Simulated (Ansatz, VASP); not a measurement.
Li2S: VASP beside Ansatz

```
Li S
1.0
     0.00000    2.88106    2.88106
     2.88106    0.00000    2.88106
     2.88106    2.88106    0.00000
Li S
2 1
Direct
  0.25000 0.25000 0.25000
  0.75000 0.75000 0.75000
  0.00000 0.00000 0.00000
```

Alike in both runs: task single point; functional PBE; k mesh 8 × 8 × 8; occupations gaussian, width 0.02 eV; no spin polarisation.

|  | VASP | Ansatz |
| --- | --- | --- |
| version | VASP 6.6.1 | Ansatz 0.2.0 |
| potentials or method | VASP PAW PBE potentials, release 64 (Li_sv, S), cutoff 750 eV | scalar-relativistic, plane waves, PAW |
| valence electrons in the cell | 12 | 12 |

Ansatz gave:

```
gap on the k mesh at the Fermi level (eV) : 3.41
least direct gap on the mesh (eV)         : 4.10
pressure (GPa)                            : -1.1
```

**Question.** Which values does VASP return?

**Answer.** gap on the k mesh at the Fermi level (eV): 3.41; least direct gap on the mesh (eV): 4.10; pressure (GPa): -1.4.

The functional is the same, so the differences come from potentials, cutoffs and numerics.
